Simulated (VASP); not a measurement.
# HfMoC2: relaxation of cell and atoms with PBE

Crystal: HfMoC2.

```
CELL_PARAMETERS angstrom
4.36181 0.00000 0.00000
-2.18091 3.77744 0.00000
0.00000 0.00000 4.65313
ATOMIC_POSITIONS crystal
Hf 0.00000 0.00000 0.00000
Mo 0.00000 0.00000 0.50000
C 0.33333 0.66667 0.65636
C 0.66667 0.33333 0.34364
```

```yaml
Program: VASP 6.6.1
Task: relaxation of cell and atoms
Functional: PBE
Potentials_or_basis: VASP PAW PBE potentials, release 64 (Hf_pv, Mo_sv, C)
Cutoff: 600 eV
k_mesh: 6 × 6 × 4
Occupations: gaussian, width 0.1 eV
Spin: no spin polarisation
Dipole_correction: no
Further_INCAR_settings: ALGO = Normal; EDIFF = 1e-06; IBRION = 2; EDIFFG = -0.04; NSW = 90; ISIF = 3
```

```yaml
Relaxed_volume: 11.94 Å³/atom
Relaxed_cell: a = 3.157 Å, b = 3.157 Å, c = 5.531 Å, α = 90.00°, β = 90.00°, γ = 120.00°
Space_group_after_relaxing_to_0.05_Å: P-3m1 (No. 164)
Energy_gained_by_relaxing: 2740.7 meV/atom
Ionic_steps: 14
Pressure_after_relaxing: -0.1 GPa
Largest_force_after_relaxing: 0.010 eV/Å
Band_gap_on_the_k_mesh: zero (band 16 reaches 9.23 eV, above the bottom of band 17 at 8.21 eV)
```

Forces in eV/Å, atoms in the order of the input:
```
Hf   0.000  0.000  0.000
Mo   0.000  0.000  0.000
C    0.000  0.000  0.010
C    0.000  0.000 -0.010
```

Stress tensor (GPa, compression positive):
```
 0.01  0.00  0.00
 0.00  0.01  0.00
 0.00  0.00 -0.18
```

The path:
| step | energy change (eV) | largest force (eV/Å) | pressure (GPa) | volume (Å³) |
| --- | --- | --- | --- | --- |
| 1 | 0.0000 | 0.4088 | -19.38 | 76.67 |
| 2 | -7.4596 | 5.3081 | 3.94 | 51.74 |
| 3 | -7.7617 | 6.8069 | 24.52 | 47.38 |
| 4 | -9.9853 | 2.8127 | 14.88 | 45.52 |
| 5 | -9.9832 | 2.6299 | 14.89 | 45.43 |
| 6 | -10.4966 | 1.2230 | -11.97 | 49.99 |
| 7 | -10.4985 | 1.1737 | -12.99 | 50.24 |
| 8 | -10.9165 | 0.7431 | -3.09 | 48.43 |
| 9 | -10.9183 | 0.7015 | -2.30 | 48.32 |
| 10 | -10.9562 | 0.3048 | 1.26 | 47.51 |
| 11 | -10.9570 | 0.2396 | 1.90 | 47.38 |
| 12 | -10.9611 | 0.0396 | -1.04 | 47.89 |
| 13 | -10.9614 | 0.0834 | -0.44 | 47.78 |
| 14 | -10.9627 | 0.0096 | -0.05 | 47.74 |

Final structure:
```
CELL_PARAMETERS angstrom
3.15708 0.00000 0.00000
-1.57854 2.73411 0.00000
0.00000 0.00000 5.53094
ATOMIC_POSITIONS crystal
Hf 0.00000 0.00000 0.00000
Mo 0.00000 0.00000 0.50000
C 0.33333 0.66667 0.73655
C 0.66667 0.33333 0.26345
```

Levels at points of the mesh, in eV from the Fermi level:
| k point | band 12 | band 13 | band 14 | band 15 | band 16 | band 17 | band 18 | band 19 | band 20 |
| --- | --- | --- | --- | --- | --- | --- | --- | --- | --- |
| (0.00, 0.00, 0.00) | -3.95 | -2.91 | -0.62 | -0.62 | 0.19 | 0.76 | 0.76 | 0.87 | 0.87 |
| (0.50, 0.00, 0.00) | -4.07 | -2.71 | -2.66 | -1.72 | -0.40 | 0.51 | 1.55 | 2.69 | 3.24 |
| (0.00, 0.00, 0.50) | -3.41 | -3.41 | -1.70 | -1.70 | -0.18 | -0.18 | 1.00 | 2.27 | 2.79 |
| (0.50, 0.00, 0.50) | -3.23 | -3.17 | -2.78 | -2.08 | -0.83 | 0.30 | 1.58 | 2.35 | 5.14 |

Wall time 8.9 min on 1 thread of Intel(R) Xeon(R) Platinum 8259CL CPU @ 2.50GHz (Skylake/Cascade Lake) (shared host), peak memory 0.26 GiB.

Caveat: the volume moved by over 15 % at a fixed basis, so the end points are rough; spin-orbit coupling is left out, which moves the levels of the heavy elements.
